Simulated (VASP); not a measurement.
Write the native input for VASP 6.6.1 that does the following.

| Property | Result |
| --- | --- |
| Task | single point |
| Functional | PBE |
| Potentials or basis | VASP PAW PBE potentials, release 64 (Na_pv, F) |
| Cutoff | 520 eV |
| k mesh | 6 × 6 × 6 |
| Occupations | gaussian, width 0.01 eV |
| Spin | no spin polarisation |
| Dipole correction | no |
| Further INCAR settings | ALGO = Normal; EDIFF = 1e-06; NBANDS = 14 |

The structure of NaF lies in POSCAR:

```
NaF
1.0
    0.0000000000      2.2972417931      2.2972417931
    2.2972417931      0.0000000000      2.2972417931
    2.2972417931      2.2972417931      0.0000000000
Na F
1 1
Direct
    0.0000000000      0.0000000000      0.0000000000
    0.5000000000      0.5000000000      0.5000000000
```

The input as run:

INCAR

```
SYSTEM = NaF
  PREC = Accurate
  ENCUT = 520
  EDIFF = 1E-6
  ISMEAR = 0
  SIGMA = 0.01
  LREAL = .False.
  LASPH = .True.
  NELM = 80
  ALGO = Normal
  ISIF = 2
  LWAVE = .False.
  LCHARG = .True.
  GGA = PE
  LELF = .True.
  LVHAR = .True.
  NBANDS = 14
```

KPOINTS

```
Automatic mesh
0
Gamma
  6 6 6
  0 0 0
```

Potentials or basis: VASP PAW PBE potentials, release 64 (Na_pv, F).

The run is started by

```console
$ cat potpaw_PBE.64/Na_pv/POTCAR potpaw_PBE.64/F/POTCAR > POTCAR
$ mpirun -np 1 vasp_std > vasp.out
```

It gave:

- Pressure: 3.5 GPa
- Band gap on the k mesh: 6.44 eV

Caveat: the cell stands under pressure.

It took 5.1 s on 1 thread of Intel(R) Xeon(R) Platinum 8259CL CPU @ 2.50GHz (Skylake/Cascade Lake), with other jobs on the host, peak memory 0.13 GiB.
